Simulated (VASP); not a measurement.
C:

```
CELL_PARAMETERS angstrom
3.95806 0.00000 0.00000
-1.97903 3.42778 0.00000
0.00000 0.00000 1.28014
ATOMIC_POSITIONS crystal
C 0.00000 0.00000 0.00000
```

- Program: VASP 6.6.1
- Task: relaxation of cell and atoms
- Functional: PBEsol
- Potentials or basis: VASP PAW PBE potentials, release 64 (C)
- Cutoff: 600 eV
- k mesh: 9 × 9 × 20
- Occupations: gaussian, width 0.02 eV
- Spin: no spin polarisation

At the start: pressure 0.0 GPa; volume 17.37 Å³/atom.

Task: How do energy, volume and symmetry change on relaxing?

Result: Over 13 steps the energy falls by 34.8 meV/atom and the volume is 12.69 Å³/atom (-27.0 %); space group P6/mmm (No. 191, to 0.05 Å).

Step by step:
```csv
step,energy change (eV),largest force (eV/Å),pressure (GPa),volume (Å³)
1,0.0000,0.0000,0.01,17.37
2,0.0055,0.0000,-5.01,17.37
3,-0.0007,0.0000,-1.30,17.37
4,-0.0031,0.0000,-1.38,17.07
5,-0.0106,0.0000,-1.69,16.19
6,-0.0254,0.0000,-2.21,14.50
7,-0.0202,0.0000,-1.39,11.40
8,-0.0319,0.0000,-2.40,13.51
9,-0.0329,0.0000,-2.22,12.47
10,-0.0335,0.0000,-2.34,12.91
11,-0.0347,0.0000,0.46,12.65
12,-0.0348,0.0000,-0.02,12.69
13,-0.0348,0.0000,0.00,12.69
```

Final structure:
```
CELL_PARAMETERS angstrom
3.38050 0.00000 0.00000
-1.69025 2.92760 0.00000
0.00000 0.00000 1.28189
ATOMIC_POSITIONS crystal
C 0.00000 0.00000 0.00000
```

Caveat: the volume moved by over 15 % at a fixed basis, so the end points are rough; the PAW data sets were made with another functional, which shifts forces and pressure a little.
